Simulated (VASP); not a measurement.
Input of a VASP 6.6.1 run:

The input INCAR:

```
PREC = Accurate ; ENCUT = 520
EDIFF = 1E-6 ; ISMEAR = 1
SIGMA = 0.05 ; LREAL = False
LASPH = True ; NELM = 60
ALGO = Normal ; ISIF = 2
LWAVE = False ; LCHARG = True
GGA = CA ; LELF = True
LVHAR = True ; NBANDS = 21
```

Contents of KPOINTS:

```
Automatic mesh
0
Gamma
  14 14 14
```

The input POSCAR:

```
W
1.0
    3.1351236203      0.0000000000      0.0000000000
    0.0000000000      3.1351236203      0.0000000000
    0.0000000000      0.0000000000      3.1351236203
W
2
Direct
    0.0000000000      0.0000000000      0.0000000000
    0.5000000000      0.5000000000      0.5000000000
```

Potentials or basis: VASP PAW LDA potentials, release 64 (W_sv).

Command:

```sh
$ cat potpaw_LDA.64/W_sv/POTCAR > POTCAR
$ mpirun -np 1 vasp_std > vasp.out
```

(1) Estimate the pressure.

(2) Predict the band gap on the k mesh.

Answers

(1) 1.9 GPa.

(2) zero (band 14 reaches 12.68 eV, above the bottom of band 15 at 11.18 eV).

Caveat: spin-orbit coupling is left out, which moves the levels of the heavy elements.
